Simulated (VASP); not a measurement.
# LaHg (Pm-3m) in VASP: notebook

Runs on LaHg. Level: LDA. Tasks: single point.

Program: VASP 6.6.1. These are calculated values, not measurements. Logs are shortened: lines on timing, memory, paths and dates and some standing lists are left out, and cuts for length are marked.

### 1 The cell of the first run

It takes space group Pm-3m (No. 221, cubic). Conventional cell: a = 3.915 Å, b = 3.915 Å, c = 3.915 Å, α = 90.00°, β = 90.00°, γ = 90.00°. Within 4.5 Å of La (site symmetry m-3m) lie 8 Hg at 3.39 Å and 6 La at 3.91 Å. Hg (site symmetry m-3m) has 8 La at 3.39 Å and 6 Hg at 3.91 Å within 4.5 Å.

### 2 Single point, LDA

Contents of INCAR:

```
PREC = Accurate
ENCUT = 520
EDIFF = 1E-6
ISMEAR = -1
SIGMA = 0.1
LREAL = F
LASPH = T
NELM = 80
ALGO = Normal
ISIF = 2
LWAVE = F
LCHARG = F
NBANDS = 18
```

Contents of KPOINTS:

```
Automatic mesh
0
Gamma
  8 8 8
```

Contents of POSCAR:

```
LaHg
1.0
    3.9148479364      0.0000000000      0.0000000000
    0.0000000000      3.9148479364      0.0000000000
    0.0000000000      0.0000000000      3.9148479364
La Hg
1 1
Direct
    0.5000000000      0.5000000000      0.5000000000
    0.0000000000      0.0000000000      0.0000000000
```

Potentials or basis: VASP PAW LDA potentials, release 64 (La, Hg).

Run with:

```sh
> cat potpaw_LDA.64/La/POTCAR potpaw_LDA.64/Hg/POTCAR > POTCAR
> mpirun -np 1 vasp_std > vasp.out
```

OUTCAR:

```text
PREC = Accurate
   ENCUT = 520
   EDIFF = 1E-6
   ISMEAR = -1
   LREAL = F
   LASPH = T
   NELM = 80
   ISIF = 2

 ion  position               nearest neighbor table
   1  0.500  0.500  0.500-   2 3.39   2 3.39   2 3.39   2 3.39   2 3.39   2 3.39   2 3.39   2 3.39

   2  0.000  0.000  0.000-   1 3.39   1 3.39   1 3.39   1 3.39   1 3.39   1 3.39   1 3.39   1 3.39

  LATTYP: Found a simple cubic cell.
 ALAT       =     3.9148479364

  Lattice vectors:

 A1 = (   3.9148479364,   0.0000000000,   0.0000000000)
 A2 = (   0.0000000000,   3.9148479364,   0.0000000000)
 A3 = (   0.0000000000,   0.0000000000,   3.9148479364)

Analysis of symmetry for initial positions (statically):
=====================================================================
 Subroutine PRICEL returns:
 Original cell was already a primitive cell.

 Routine SETGRP: Setting up the symmetry group for a
 simple cubic supercell.

 Subroutine GETGRP returns: Found 48 space group operations
 (whereof 48 operations were pure point group operations)
 out of a pool of 48 trial point group operations.

The static configuration has the point symmetry O_h .

Analysis of symmetry for dynamics (positions and initial velocities):
=====================================================================
 Subroutine PRICEL returns:
 Original cell was already a primitive cell.

 Routine SETGRP: Setting up the symmetry group for a
 simple cubic supercell.

 Subroutine GETGRP returns: Found 48 space group operations
 (whereof 48 operations were pure point group operations)
 out of a pool of 48 trial point group operations.

The dynamic configuration has the point symmetry O_h .

 Subroutine INISYM returns: Found 48 space group operations
 (whereof 48 operations are pure point group operations),
 and found     1 'primitive' translations

----------------------------------------------------------------------------------------

                                     Primitive cell

  volume of cell :      59.9991

  direct lattice vectors                    reciprocal lattice vectors
     3.914847936  0.000000000  0.000000000     0.255437763  0.000000000  0.000000000
     0.000000000  3.914847936  0.000000000     0.000000000  0.255437763  0.000000000
     0.000000000  0.000000000  3.914847936     0.000000000  0.000000000  0.255437763

  length of vectors
     3.914847936  3.914847936  3.914847936     0.255437763  0.255437763  0.255437763

  position of ions in fractional coordinates (direct lattice)
     0.500000000  0.500000000  0.500000000
     0.000000000  0.000000000  0.000000000

  ion indices of the primitive-cell ions
   primitive index   ion index
                 1           1
                 2           2

----------------------------------------------------------------------------------------

 KPOINTS: Automatic mesh

Automatic generation of k-mesh.
 Grid dimensions read from file:
 generate k-points for:    8    8    8

 Generating k-lattice:

  Cartesian coordinates                     Fractional coordinates (reciprocal lattice)
     0.031929720  0.000000000  0.000000000     0.125000000  0.000000000  0.000000000
     0.000000000  0.031929720  0.000000000     0.000000000  0.125000000  0.000000000
     0.000000000  0.000000000  0.031929720     0.000000000  0.000000000  0.125000000

  Length of vectors
     0.031929720  0.031929720  0.031929720

  Shift w.r.t. Gamma in fractional coordinates (k-lattice)
     0.000000000  0.000000000  0.000000000

 Subroutine IBZKPT returns following result:
 ===========================================

 Found     35 irreducible k-points:

 Following reciprocal coordinates:
            Coordinates               Weight
  0.000000  0.000000  0.000000      1.000000
  0.125000  0.000000  0.000000      6.000000
  0.250000  0.000000  0.000000      6.000000
  0.375000  0.000000  0.000000      6.000000
  0.500000  0.000000  0.000000      3.000000
  0.125000  0.125000  0.000000     12.000000
[... 16 lines left out ...]
  0.375000  0.375000  0.125000     24.000000
  0.500000  0.375000  0.125000     24.000000
 [... further k-points ...]
   k-points           NKPTS =     35   k-points in BZ     NKDIM =     35   number of bands    NBANDS=     18
   number of dos      NEDOS =    301   number of ions     NIONS =      2
   total plane-waves  NPLWV =  27000
   dimension x,y,z NGX =    30 NGY =   30 NGZ =   30
   dimension x,y,z NGXF=    60 NGYF=   60 NGZF=   60
   ions per type =               1   1
   NGX,Y,Z   is equivalent  to a cutoff of  12.74, 12.74, 12.74 a.u.
   NGXF,Y,Z  is equivalent  to a cutoff of  25.48, 25.48, 25.48 a.u.
 SYSTEM =  unknown system
   PREC   = accura    normal or accurate (medium, high low for compatibility)
   ISTART =      0    job   : 0-new  1-cont  2-samecut
   ICHARG =      2    charge: 1-file 2-atom 10-const
   ISPIN  =      1    spin polarized calculation?
   LNONCOLLINEAR =      F non collinear calculations
   LSORBIT =      F    spin-orbit coupling
   LASPH  =      T    aspherical Exc in radial PAW
   ENCUT  =  520.0 eV  38.22 Ry    6.18 a.u.   7.28  7.28  7.28*2*pi/ulx,y,z
   NELM   =     80;   NELMIN=  2; NELMDL= -5     # of ELM steps
   EDIFF  = 0.1E-05   stopping-criterion for ELM
   LREAL  =      F    real-space projection
   EDIFFG = 0.1E-04   stopping-criterion for IOM
   NSW    =      0    number of steps for IOM
   IBRION =     -1    ionic relax: 0-MD 1-quasi-New 2-CG
   NFREE  =      0    steps in history (QN), initial steepest desc. (CG)
   ISIF   =      2    stress and relaxation
   ISYM   =      2    0-nonsym 1-usesym 2-fastsym
   POTIM  = 0.5000    time-step for ionic-motion
   TEBEG  =    0.0;   TEEND  =   0.0 temperature during run
   PSTRESS=    0.0 pullay stress
   NELECT =      23.0000    total number of electrons
   NUPDOWN=      -1.0000    fix difference up-down
   EMIN   =  10.00;   EMAX   =-10.00  energy-range for DOS
   EFERMI =   0.00;   METHOD = LEGACY
   ISMEAR =    -1;   SIGMA  =   0.10  broadening in eV -4-tet -1-fermi 0-gaus
   EFERMI_NEDOS =   21; number of points for ismear=-14 and -15
   IALGO  =     38    algorithm
   IMIX   =      4    mixing-type and parameters
     AMIX     =   0.40;   BMIX     =  1.00
     AMIX_MAG =   1.60;   BMIX_MAG =  1.00
  volume/ion in A,a.u.               =      30.00       202.45
  Fermi-wavevector in a.u.,A,eV,Ry     =   1.189239  2.247336 19.242582  1.414290
  Thomas-Fermi vector in A             =   2.325351
   LORBIT       =      0    0 simple, 1 ext, 2 COOP (PROOUT), +10 PAW based schemes
   GGA     = CA    functional components
   LHFCALC =     F    Hartree Fock is set to
   AEXX    =    0.0000 exact exchange contribution
   IVDW    =     0    specifies the selected vdW correction
   LEPSILON=     F    determine dielectric tensor
   LRPA    =     F    only Hartree local field effects (RPA)
 non-spin polarized calculation
  energy-cutoff  :      520.00
  volume of cell :       60.00
 maximum number of plane-waves:      1640
 NGX is ok and might be reduce to    30
   NGX = 15   NGY = 15   NGZ = 15

 number of electron      22.9999999 magnetization

 Free energy of the ion-electron system (eV)
  ---------------------------------------------------
  ext. energy  EPLUGINS =         0.00000000
  ---------------------------------------------------
  free energy    TOTEN  =        -7.63492576 eV

  energy without entropy =       -7.54833722  energy(sigma->0) =       -7.59163149

 E-fermi :   6.0418     XC(G=0): -10.3749

 val. band max:        6.0150900643   @ k =   0.0000   0.0000   0.0000
 cond. band min:       6.0482764175   @ k =   0.1250   0.0000   0.0000
 fundamental gap:      0.0331863532
 Fermi energy:         6.0418343809

 k-point     1 :       0.0000    0.0000    0.0000
  band No.  band energies     occupation
      1     -27.0008      2.00000
      2     -10.4871      2.00000
      3     -10.4871      2.00000
      4     -10.4871      2.00000
      5      -1.3851      2.00000
      6      -1.3851      2.00000
[... 10 lines left out ...]
     17       7.3974      0.00000
     18       7.3974      0.00000

 k-point     2 :       0.1250    0.0000    0.0000
  band No.  band energies     occupation
      1     -26.9946      2.00000
      2     -10.5818      2.00000
      3     -10.4816      2.00000
      4     -10.4816      2.00000
      5      -1.3704      2.00000
      6      -1.3210      2.00000
[... 10 lines left out ...]
     17       7.4123      0.00000
     18       7.4223      0.00000

 k-point     3 :       0.2500    0.0000    0.0000
  band No.  band energies     occupation
      1     -26.9797      2.00000
      2     -10.8001      2.00000
      3     -10.4680      2.00000
      4     -10.4680      2.00000
      5      -1.3344      2.00000
      6      -1.1704      2.00000
[... 10 lines left out ...]
     17       7.4503      0.00000
     18       7.4663      0.00000

 k-point     4 :       0.3750    0.0000    0.0000
  band No.  band energies     occupation
      1     -26.9647      2.00000
      2     -11.0058      2.00000
      3     -10.4544      2.00000
      4     -10.4544      2.00000
      5      -1.2977      2.00000
      6      -1.0288      2.00000
[... 10 lines left out ...]
     17       7.4872      0.00000
     18       7.5064      0.00000

 k-point     5 :       0.5000    0.0000    0.0000
  band No.  band energies     occupation
      1     -26.9585      2.00000
      2     -11.0877      2.00000
      3     -10.4488      2.00000
      4     -10.4488      2.00000
      5      -1.2823      2.00000
      6      -1.0303      2.00000
[... 10 lines left out ...]
     17       7.5034      0.00000
     18       7.5410      0.00000

 k-point     6 :       0.1250    0.1250    0.0000
  band No.  band energies     occupation
      1     -26.9886      2.00000
      2     -10.5868      2.00000
      3     -10.5610      2.00000
      4     -10.4753      2.00000
      5      -1.3350      2.00000
      6      -1.2819      2.00000
[... 10 lines left out ...]
     17       7.4256      0.00000
     18       7.5801      0.00000

 k-point     7 :       0.2500    0.1250    0.0000
  band No.  band energies     occupation
      1     -26.9738      2.00000
      2     -10.7886      2.00000
      3     -10.5535      2.00000
      4     -10.4603      2.00000
      5      -1.2984      2.00000
      6      -1.1441      2.00000
[... 10 lines left out ...]
     17       7.4627      0.00000
     18       7.4657      0.00000

 k-point     8 :       0.3750    0.1250    0.0000
  band No.  band energies     occupation
      1     -26.9590      2.00000
      2     -10.9892      2.00000
      3     -10.5354      2.00000
      4     -10.4452      2.00000
      5      -1.2685      2.00000
      6      -1.0837      2.00000
[... 10 lines left out ...]
     17       7.4886      0.00000
     18       7.5038      0.00000
[... 229 lines left out ...]
     17       7.5076      0.00000
     18       7.5388      0.00000

 k-point    20 :       0.2500    0.2500    0.1250
  band No.  band energies     occupation
      1     -26.9538      2.00000
      2     -10.7665      2.00000
      3     -10.7255      2.00000
      4     -10.5248      2.00000
      5      -1.1948      2.00000
      6      -1.1333      2.00000
[... 10 lines left out ...]
     17       7.5123      0.00000
     18       7.5881      0.00000

 k-point    21 :       0.3750    0.2500    0.1250
  band No.  band energies     occupation
      1     -26.9395      2.00000
      2     -10.9364      2.00000
      3     -10.7152      2.00000
      4     -10.5043      2.00000
      5      -1.2098      2.00000
      6      -1.1738      2.00000
[... 10 lines left out ...]
     17       7.5410      0.00000
     18       7.6015      0.00000

 k-point    22 :       0.5000    0.2500    0.1250
  band No.  band energies     occupation
      1     -26.9335      2.00000
      2     -11.0114      2.00000
      3     -10.7037      2.00000
      4     -10.4956      2.00000
      5      -1.2344      2.00000
      6      -1.1749      2.00000
[... 10 lines left out ...]
     17       7.5765      0.00000
     18       7.6039      0.00000

 k-point    23 :       0.3750    0.3750    0.1250
  band No.  band energies     occupation
      1     -26.9256      2.00000
      2     -10.9066      2.00000
      3     -10.8874      2.00000
      4     -10.4819      2.00000
      5      -1.2658      2.00000
      6      -1.1824      2.00000
[... 10 lines left out ...]
     17       7.5903      0.00000
     18       7.6385      0.00000

 k-point    24 :       0.5000    0.3750    0.1250
  band No.  band energies     occupation
      1     -26.9198      2.00000
      2     -10.9696      2.00000
      3     -10.8809      2.00000
      4     -10.4726      2.00000
      5      -1.2909      2.00000
      6      -1.1935      2.00000
[... 10 lines left out ...]
     17       7.6275      0.00000
     18       7.6834      0.00000

 [... further k-points ...]

------------------------ aborting loop because EDIFF is reached ----------------------------------------

  FORCE on cell =-STRESS in cart. coord.  units (eV):
  Direction    XX          YY          ZZ          XY          YZ          ZX
  --------------------------------------------------------------------------------------
  -------------------------------------------------------------------------------------
  Total       -1.7095749     -1.7095749     -1.7095749      0.0000000     -0.0000000      0.0000000
  in kB      -45.6513913    -45.6513913    -45.6513913      0.0000000     -0.0000000      0.0000000
  external PRESSURE =     -45.6513913 kB  Pullay stress =       0.0000000 kB

 VOLUME and BASIS-vectors are now :
 -----------------------------------------------------------------------------
  energy-cutoff  :      520.00
  volume of cell :       60.00
      direct lattice vectors                 reciprocal lattice vectors
     3.914847936  0.000000000  0.000000000     0.255437763  0.000000000  0.000000000
     0.000000000  3.914847936  0.000000000     0.000000000  0.255437763  0.000000000
     0.000000000  0.000000000  3.914847936     0.000000000  0.000000000  0.255437763

 POSITION                                       TOTAL-FORCE (eV/Angst)
 -----------------------------------------------------------------------------------
      1.95742      1.95742      1.95742         0.000000      0.000000      0.000000
      0.00000      0.00000      0.00000         0.000000      0.000000      0.000000
 -----------------------------------------------------------------------------------
    total drift:                                0.000000     -0.000000     -0.000000

  FREE ENERGIE OF THE ION-ELECTRON SYSTEM (eV)
  ---------------------------------------------------
  free  energy   TOTEN  =        -7.6349257624 eV

  energy  without entropy=       -7.5483372189  energy(sigma->0) =       -7.59163149
```

Wall time 53 s (1 thread of Intel Xeon 8259CL, shared host); peak memory 0.19 GiB.

What came out:

```yaml
Free_energy: -7.6349 eV
Pressure: -4.6 GPa
Band_gap_on_the_k_mesh: zero (an odd number of electrons rules out a gap without spin polarisation)
```

Caveat: the cell stands under tension; spin-orbit coupling is left out, which moves the levels of the heavy elements.

### 3 Single point, LDA

This run uses another cell than the first one, of 30.58 Å³/atom.

Contents of INCAR:

```
SYSTEM = LaHg
ALGO     = Normal         ! electronic algorithm
EDIFF    = 1E-7           ! SCF threshold, eV
ENCUT    = 520            ! plane-wave cutoff, eV
GGA      = CA             ! functional
ISIF     = 2              ! what is computed and relaxed
ISMEAR   = -1             ! smearing method
LASPH    = .True.         ! aspherical terms in the spheres
LCHARG   = .False.        ! write CHGCAR
LREAL    = .False.        ! projectors in reciprocal space
LWAVE    = .False.        ! write WAVECAR
NBANDS   = 18             ! bands
NELM     = 60             ! most SCF steps
PREC     = Accurate       ! precision mode
SIGMA    = 0.1            ! smearing width, eV
```

Contents of KPOINTS:

```
k-points
0
Gamma
  8 8 8
  0 0 0
```

Contents of POSCAR:

```
LaHg
1.0
    3.9397839458      0.0000000000      0.0000000000
    0.0000000000      3.9397839458      0.0000000000
    0.0000000000      0.0000000000      3.9397839458
La Hg
1 1
Direct
    0.5000000000      0.5000000000      0.5000000000
    0.0000000000      0.0000000000      0.0000000000
```

Potentials or basis: VASP PAW LDA potentials, release 64 (La, Hg).

Run with:

```sh
> cat potpaw_LDA.64/La/POTCAR potpaw_LDA.64/Hg/POTCAR > POTCAR
> mpirun -np 1 vasp_std > vasp.out
```

Run time: 56 s. Hardware: 1 thread of Intel Xeon 8259CL, shared host; peak memory 0.19 GiB.

The run converged. Its results:

- Free energy: -7.5996 eV
- Pressure: -5.3 GPa
- Band gap on the k mesh: zero (an odd number of electrons rules out a gap without spin polarisation)

Levels at points of the mesh, in eV from the Fermi level:
```tsv
k point	band 10	band 11	band 12	band 13	band 14	band 15
(0.00, 0.00, 0.00)	-6.79	-0.03	-0.03	1.22	1.22	1.22
(0.50, 0.00, 0.00)	-4.43	-2.65	-0.08	0.91	0.91	1.24
(0.50, 0.50, 0.00)	-4.68	0.18	0.18	0.51	1.21	1.27
(0.50, 0.50, 0.50)	-2.82	-1.93	-1.93	-1.93	1.32	1.32
```

Caveat: the cell stands under tension; spin-orbit coupling is left out, which moves the levels of the heavy elements.
